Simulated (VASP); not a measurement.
# Zn12O (a cell with a defect): single point with PBEsol

The system is Zn12O (a cell with a defect).

```xyz
13
Lattice="5.3200 0.0000 0.0000 -3.9900 6.9109 0.0000 0.0000 0.0000 4.9370" Properties=species:S:1:pos:R:3 pbc="T T T"
Zn   -0.0586    0.0789    0.0968
Zn    0.1141    1.4917    2.2618
Zn   -1.4859    2.3424    0.2593
Zn   -1.3289    3.5333    2.9567
Zn   -2.8254    4.7294   -0.3014
Zn   -2.5658    6.0839    2.2579
Zn    2.5443    0.0844   -0.0893
Zn    2.6782    1.4073    2.4605
Zn    1.1823    2.3974   -0.3232
Zn    1.7028    3.6910    2.0393
Zn   -0.1540    4.6956    0.0705
Zn    0.1510    6.3492    2.8347
O    -0.0255    4.6138    2.0363
```

```
Program                : VASP 6.6.1
Task                   : single point
Functional             : PBEsol
Potentials or basis    : VASP PAW PBE potentials, release 64 (Zn, O)
Cutoff                 : 520 eV
k mesh                 : 5 × 3 × 4
Occupations            : gaussian, width 0.15 eV
Spin                   : no spin polarisation
Dipole correction      : no
Further INCAR settings : ALGO = Normal; EDIFF = 1e-07; NBANDS = 87
```

* Pressure: 1.8 GPa
* Largest force: 0.060 eV/Å
* Band gap on the k mesh: zero (bands 75 and 76 overlap by 0.84 eV)

Forces on the atoms (eV/Å):
```
Zn  -0.004 -0.022 -0.002
Zn   0.010 -0.001  0.008
Zn  -0.009  0.009  0.003
Zn  -0.036 -0.013  0.022
Zn   0.017  0.014 -0.008
Zn   0.002 -0.007 -0.001
Zn   0.008 -0.015  0.004
Zn  -0.002 -0.002  0.002
Zn   0.007 -0.003 -0.003
Zn   0.044 -0.024  0.014
Zn  -0.021  0.013 -0.040
Zn   0.010  0.054  0.024
O   -0.027 -0.003 -0.023
```

Stress tensor (GPa, compression positive):
```
 2.69 -0.06  0.20
-0.06  2.78  0.01
 0.20  0.01 -0.21
```

Levels at points of the mesh, in eV from the Fermi level:
| k point | band 71 | band 72 | band 73 | band 74 | band 75 | band 76 | band 77 | band 78 | band 79 | band 80 |
| --- | --- | --- | --- | --- | --- | --- | --- | --- | --- | --- |
| (0.00, 0.00, 0.00) | -2.62 | -1.75 | -1.68 | -0.54 | 0.02 | 0.43 | 0.50 | 1.02 | 1.45 | 2.22 |
| (0.00, 0.00, 0.50) | -2.66 | -2.41 | -2.09 | -1.86 | -1.47 | 0.24 | 0.75 | 1.71 | 2.19 | 2.50 |

It took 12 min on 1 thread of Intel(R) Xeon(R) Platinum 8259CL CPU @ 2.50GHz (Skylake/Cascade Lake) (shared host), peak memory 0.51 GiB.

Caveat: the PAW data sets were made with another functional, which shifts forces and pressure a little.
